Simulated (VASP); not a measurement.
# Co3F (Pm-3m) in VASP: a series of runs, part 2 of 2

VASP 6.6.1. The steps go on from the part before.

### 3 Single point, PBE, collinear spin, ferromagnetic start

This run uses another cell than the first one, of 11.72 Å³/atom.

INCAR

```
SYSTEM = Co3F
PREC = Accurate
ENCUT = 520
EDIFF = 1E-6
ISMEAR = 0
SIGMA = 0.1
LREAL = .False.
LASPH = .True.
NELM = 150
ALGO = Normal
ISIF = 2
LWAVE = .False.
LCHARG = .True.
ISPIN = 2
MAGMOM = 2.22 2.22 2.22 0.19
LORBIT = 11
LMAXMIX = 4
GGA = PE
LELF = .True.
LVHAR = .True.
NBANDS = 29
```

KPOINTS

```
regular mesh
0
Gamma
  6 6 6
  0 0 0
```

POSCAR

```
Co3F
1.0
    3.6061532185      0.0000000000      0.0000000000
    0.0000000000      3.6061532185      0.0000000000
    0.0000000000      0.0000000000      3.6061532185
Co F
3 1
Direct
    0.0000000000      0.5000000000      0.5000000000
    0.5000000000      0.0000000000      0.5000000000
    0.5000000000      0.5000000000      0.0000000000
    0.0000000000      0.0000000000      0.0000000000
```

Potentials or basis: VASP PAW PBE potentials, release 64 (Co, F).

The run is started by

```
$ cat potpaw_PBE.64/Co/POTCAR potpaw_PBE.64/F/POTCAR > POTCAR
$ mpirun -np 1 vasp_std > vasp.out
```

Wall time 55 s (1 thread of Intel Xeon Platinum 8488C (Sapphire Rapids), shared host); peak memory 0.19 GiB.

The run converged. Its results:

| Property | Result |
| --- | --- |
| Free energy | -21.9396 eV |
| Pressure | -0.4 GPa |
| Net moment | 6.25 μB per cell |
| Site moments | Co +2.04; F +0.14 μB |
| Valence electrons inside the program's atomic spheres | Co 7.96; F 6.00 |

Levels at points of the mesh, in eV from the Fermi level:
Spin up:
| k point | band 18 | band 19 | band 20 | band 21 | band 22 | band 23 |
| --- | --- | --- | --- | --- | --- | --- |
| (0.00, 0.00, 0.00) | -0.99 | -0.99 | -0.99 | 4.69 | 4.69 | 4.69 |
| (0.50, 0.00, 0.00) | -2.21 | -1.69 | -0.99 | -0.96 | 6.36 | 6.36 |
| (0.50, 0.50, 0.00) | -1.94 | -1.92 | -1.66 | 2.05 | 2.46 | 2.46 |
| (0.50, 0.50, 0.50) | -1.13 | -1.13 | -0.74 | 4.12 | 4.12 | 4.12 |
Spin down:
| k point | band 10 | band 11 | band 12 | band 13 | band 14 | band 15 | band 16 | band 17 | band 18 | band 19 |
| --- | --- | --- | --- | --- | --- | --- | --- | --- | --- | --- |
| (0.00, 0.00, 0.00) | -2.67 | -2.55 | 0.17 | 0.17 | 0.17 | 0.54 | 0.74 | 0.74 | 0.79 | 0.79 |
| (0.50, 0.00, 0.00) | -1.49 | -1.49 | -1.22 | -1.22 | -0.24 | -0.15 | -0.10 | 0.47 | 0.47 | 0.56 |
| (0.50, 0.50, 0.00) | -1.33 | -0.91 | -0.91 | -0.72 | -0.58 | -0.25 | 0.07 | 0.20 | 0.20 | 0.37 |
| (0.50, 0.50, 0.50) | -1.46 | -1.46 | -0.65 | 0.04 | 0.04 | 0.04 | 0.58 | 0.58 | 0.58 | 0.59 |

### 4 Relaxation of cell and atoms, PBE, collinear spin, ferromagnetic start

INCAR

```
PREC = Accurate
ENCUT = 600
EDIFF = 1E-6
ISMEAR = 0
SIGMA = 0.1
LREAL = F
LASPH = T
NELM = 150
ALGO = Normal
ISIF = 3
LWAVE = F
LCHARG = F
ISPIN = 2
MAGMOM = 2.22 2.22 2.22 0.19
LORBIT = 11
LMAXMIX = 4
GGA = PE
IBRION = 2
NSW = 90
EDIFFG = -0.04
```

KPOINTS

```
regular mesh
0
Gamma
  6 6 6
```

POSCAR

```
Co3F
1.0
    3.4136635825      0.0000000000      0.0000000000
    0.0000000000      3.4136635825      0.0000000000
    0.0000000000      0.0000000000      3.4136635825
Co F
3 1
Direct
    0.0000000000      0.5000000000      0.5000000000
    0.5000000000      0.0000000000      0.5000000000
    0.5000000000      0.5000000000      0.0000000000
    0.0000000000      0.0000000000      0.0000000000
```

The run is started by

```
$ cat potpaw_PBE.64/Co/POTCAR potpaw_PBE.64/F/POTCAR > POTCAR
$ mpirun -np 1 vasp_std > vasp.out
```

Wall time 2 min (1 thread of Intel Xeon Platinum 8488C (Sapphire Rapids), shared host); peak memory 0.19 GiB.

Results (log left out):

```yaml
Free_energy: -21.9320 eV
Relaxed_volume: 11.69 Å³/atom
Relaxed_cell: a = 3.603 Å, b = 3.603 Å, c = 3.603 Å, α = 90.00°, β = 90.00°, γ = 90.00°
Space_group_after_relaxing_to_0.1_Å: Pm-3m (No. 221)
Energy_gained_by_relaxing: 143.1 meV/atom
Ionic_steps: 3
Pressure_after_relaxing: 0.0 GPa
Net_moment: 6.25 μB per cell
Site_moments: Co +2.04; F +0.14 μB
Valence_electrons_inside_the_program's_atomic_spheres: Co 7.96; F 6.00
```

Step by step:
```
step  energy change (eV)  largest force (eV/Å)  pressure (GPa)  volume (Å³)
   1              0.0000                0.0000           30.88        39.78
   2             -0.3917                0.0000          -10.43        51.87
   3             -0.5724                0.0000           -0.03        46.76
```

Final structure:
```cif
data_structure
_symmetry_space_group_name_H-M 'P 1'
_symmetry_Int_Tables_number 1
_cell_length_a 3.6026
_cell_length_b 3.6026
_cell_length_c 3.6026
_cell_angle_alpha 90.000
_cell_angle_beta 90.000
_cell_angle_gamma 90.000
_cell_volume 46.76
loop_
_atom_site_label
_atom_site_type_symbol
_atom_site_fract_x
_atom_site_fract_y
_atom_site_fract_z
_atom_site_occupancy
Co1 Co 0.00000 0.50000 0.50000 1
Co2 Co 0.50000 0.00000 0.50000 1
Co3 Co 0.50000 0.50000 0.00000 1
F1 F 0.00000 0.00000 0.00000 1
```

Levels at points of the mesh, in eV from the Fermi level:
Spin up:
| k point | band 18 | band 19 | band 20 | band 21 | band 22 | band 23 |
| --- | --- | --- | --- | --- | --- | --- |
| (0.00, 0.00, 0.00) | -0.99 | -0.99 | -0.99 | 4.70 | 4.70 | 4.70 |
| (0.50, 0.00, 0.00) | -2.21 | -1.69 | -0.99 | -0.96 | 6.38 | 6.38 |
| (0.50, 0.50, 0.00) | -1.94 | -1.92 | -1.66 | 2.05 | 2.47 | 2.47 |
| (0.50, 0.50, 0.50) | -1.12 | -1.12 | -0.74 | 4.13 | 4.13 | 4.13 |
Spin down:
| k point | band 12 | band 13 | band 14 | band 15 | band 16 | band 17 |
| --- | --- | --- | --- | --- | --- | --- |
| (0.00, 0.00, 0.00) | 0.16 | 0.16 | 0.16 | 0.55 | 0.74 | 0.74 |
| (0.50, 0.00, 0.00) | -1.23 | -1.23 | -0.24 | -0.15 | -0.10 | 0.47 |
| (0.50, 0.50, 0.00) | -0.91 | -0.72 | -0.58 | -0.25 | 0.07 | 0.20 |
| (0.50, 0.50, 0.50) | -0.65 | 0.04 | 0.04 | 0.04 | 0.58 | 0.58 |

Caveat: the volume moved by over 15 % at a fixed basis, so the end points are rough.

### 5 Single point, PBE, collinear spin, ferromagnetic start

This run uses another cell than the first one, of 11.76 Å³/atom.

INCAR

```
PREC     = Accurate       # precision mode
ENCUT    = 520            # plane-wave cutoff, eV
EDIFF    = 1E-6           # SCF threshold, eV
ISMEAR   = 0              # smearing method
SIGMA    = 0.1            # smearing width, eV
LREAL    = F              # projectors in reciprocal space
LASPH    = T              # aspherical terms in the spheres
NELM     = 150            # most SCF steps
ALGO     = Normal         # electronic algorithm
ISIF     = 2              # what is computed and relaxed
LWAVE    = F              # write WAVECAR
LCHARG   = T              # write CHGCAR
ISPIN    = 2              # spin polarisation
MAGMOM   = 2.26 2.26 2.26 0 # initial moments
LORBIT   = 11             # projections on sites
LMAXMIX  = 4              # l up to which the mixer works
GGA      = PE             # functional
LELF     = T              # ELF
LVHAR    = T            
NBANDS   = 29             # bands
```

KPOINTS

```
Automatic mesh
0
Gamma
  14 14 14
```

POSCAR

```
Co3F
1.0
    3.6098046080      0.0000000000      0.0000000000
    0.0000000000      3.6098046080      0.0000000000
    0.0000000000      0.0000000000      3.6098046080
Co F
3 1
Direct
    0.0000000000      0.5000000000      0.5000000000
    0.5000000000      0.0000000000      0.5000000000
    0.5000000000      0.5000000000      0.0000000000
    0.0000000000      0.0000000000      0.0000000000
```

The run is started by

```
$ cat potpaw_PBE.64/Co/POTCAR potpaw_PBE.64/F/POTCAR > POTCAR
$ mpirun -np 1 vasp_std > vasp.out
```

Wall time 3.5 min (1 thread of Intel Xeon Platinum 8488C (Sapphire Rapids), shared host); peak memory 0.33 GiB.

It converged, with:

| Property | Result |
| --- | --- |
| Free energy | -21.9232 eV |
| Pressure | -0.5 GPa |
| Net moment | 6.30 μB per cell |
| Site moments | Co +2.05; F +0.14 μB |
| Valence electrons inside the program's atomic spheres | Co 7.96; F 6.00 |

Levels at points of the mesh, in eV from the Fermi level:
Spin up:
| k point | band 18 | band 19 | band 20 | band 21 | band 22 | band 23 |
| --- | --- | --- | --- | --- | --- | --- |
| (0.00, 0.00, 0.00) | -1.01 | -1.01 | -1.01 | 4.67 | 4.67 | 4.67 |
| (0.50, 0.00, 0.00) | -2.22 | -1.70 | -1.01 | -0.98 | 6.34 | 6.34 |
| (0.50, 0.50, 0.00) | -1.95 | -1.93 | -1.67 | 2.04 | 2.44 | 2.44 |
| (0.50, 0.50, 0.50) | -1.14 | -1.14 | -0.74 | 4.10 | 4.10 | 4.10 |
Spin down:
| k point | band 10 | band 11 | band 12 | band 13 | band 14 | band 15 | band 16 | band 17 | band 18 | band 19 |
| --- | --- | --- | --- | --- | --- | --- | --- | --- | --- | --- |
| (0.00, 0.00, 0.00) | -2.66 | -2.53 | 0.17 | 0.17 | 0.17 | 0.53 | 0.74 | 0.74 | 0.77 | 0.77 |
| (0.50, 0.00, 0.00) | -1.49 | -1.49 | -1.23 | -1.23 | -0.25 | -0.14 | -0.09 | 0.47 | 0.47 | 0.56 |
| (0.50, 0.50, 0.00) | -1.33 | -0.91 | -0.91 | -0.73 | -0.57 | -0.26 | 0.08 | 0.21 | 0.21 | 0.37 |
| (0.50, 0.50, 0.50) | -1.46 | -1.46 | -0.64 | 0.05 | 0.05 | 0.05 | 0.56 | 0.56 | 0.56 | 0.60 |

With open d or f shells a metallic result of PBE can be an artefact of self-interaction; +U or a hybrid may open a gap.

### 6 Summary

| task | cell | k mesh | cutoff (eV) | gap on the mesh (eV) | pressure (GPa) | moment (μB) |
| --- | --- | --- | --- | --- | --- | --- |
| single point | a = 3.414 Å, 4 atoms | 6 × 6 × 6 | 520 | none | 31.0 | 6.25 |
| single point | a = 3.606 Å, 4 atoms | 6 × 6 × 6 | 520 | none | -0.4 | 6.25 |
| relaxation of cell and atoms | relaxed from a = 3.414 Å, 4 atoms | 6 × 6 × 6 | 600 | none | 0.0 | 6.25 |
| single point | a = 3.610 Å, 4 atoms | 14 × 14 × 14 | 520 | none | -0.5 | 6.30 |

Alike in all rows: level PBE; potentials or basis VASP PAW PBE potentials, release 64 (Co, F); spin collinear, ferromagnetic start; smearing gaussian 0.1 eV.

Caveats: the cell stands under pressure (at least some runs); the volume moved by over 15 % at a fixed basis, so the end points are rough (at least some runs).

Total energies depend on the potentials used, so only differences within one code and one set of settings carry meaning.
